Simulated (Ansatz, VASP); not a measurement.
## One calculation of Ag, two programs

File INCAR:

```
SYSTEM = Ag
ALGO = Normal
EDIFF = 1E-8
ENCUT = 520
GGA = CA
ISIF = 2
ISMEAR = -1
LASPH = .True.
LCHARG = .False.
LEFG = .True.
LREAL = .False.
LWAVE = .False.
NBANDS = 12
NELM = 60
PREC = Accurate
SIGMA = 0.05
```

File KPOINTS:

```
k-points
0
Gamma
  15 15 15
  0 0 0
```

Contents of POSCAR:

```
Ag
1.0
    0.0000000000      2.0498877575      2.0498877575
    2.0498877575      0.0000000000      2.0498877575
    2.0498877575      2.0498877575      0.0000000000
Ag
1
Direct
    0.0000000000      0.0000000000      0.0000000000
```

Input for Ansatz:

```yaml
crystal:
  lattice:
    - [0.0, 2.0498877575, 2.0498877575]
    - [2.0498877575, 0.0, 2.0498877575]
    - [2.0498877575, 2.0498877575, 0.0]
  atoms:
    - { symbol: Ag, position: [0.0, 0.0, 0.0] }
kpoints:
  mp_grid: { grid: [15, 15, 15] }
scf:
  occupations: { method: fermi_dirac, width: 0.05 }
hamiltonian:
  xc: lda
  pseudopotentials: { kind: paw }
output:
  forces: true
  stress: true
  eigenvalues: true
  efg: { contact_densities: true }
```

Change from the starting cell: volume scaled by 1.01, PAW files.

Alike in both runs: task electric field gradients; functional LDA; k mesh 15 × 15 × 15; occupations fermi-dirac, width 0.05 eV; no spin polarisation.

|  | VASP | Ansatz |
| --- | --- | --- |
| version | VASP 6.6.1 | Ansatz 0.2.0 |
| potentials or method | VASP PAW LDA potentials, release 64 (Ag) | PAW with Ansatz's default frozen-core files, scalar-relativistic |
| plane-wave cutoff (eV) | 520 | 420 |
| valence electrons in the cell | 11 | 19 |

|  | VASP | Ansatz | Ansatz less VASP |
| --- | --- | --- | --- |
| pressure (GPa) | -8.2 | -8.4 | -0.16 |

LDA's correlation is that of Perdew and Zunger in VASP and of Perdew and Wang (1992) in Ansatz. VASP's potentials hold 11 valence electrons a cell and Ansatz's 19, so a difference there can come from the potentials and not from the codes.
